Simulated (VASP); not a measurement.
A run of VASP 6.6.1 is set up as follows.

INCAR

```
SYSTEM = Na
PREC = Accurate ; ENCUT = 520
EDIFF = 1E-7 ; ISMEAR = -1
SIGMA = 0.06122561905347299 ; LREAL = .FALSE.
LASPH = .TRUE. ; NELM = 80
ALGO = Normal ; ISIF = 2
LWAVE = .FALSE. ; LCHARG = .FALSE.
GGA = PE ; NBANDS = 10
```

File KPOINTS:

```
Automatic mesh
0
G
  32 32 32
  0 0 0
```

File POSCAR:

```
Na
1.0
    3.4579778131      0.0000000000      0.0000000000
    0.0000000000      3.4579778131      0.0000000000
    0.0000000000      0.0000000000      3.4579778131
Na
1
Direct
    0.0000000000      0.0000000000      0.0000000000
```

Potentials or basis: VASP PAW PBE potentials, release 64 (Na_pv).

Run with:

```bash
$ cat potpaw_PBE.64/Na_pv/POTCAR > POTCAR
$ mpirun -np 1 vasp_std > vasp.out
```

Question: Predict the pressure.

Answer: -0.2 GPa.
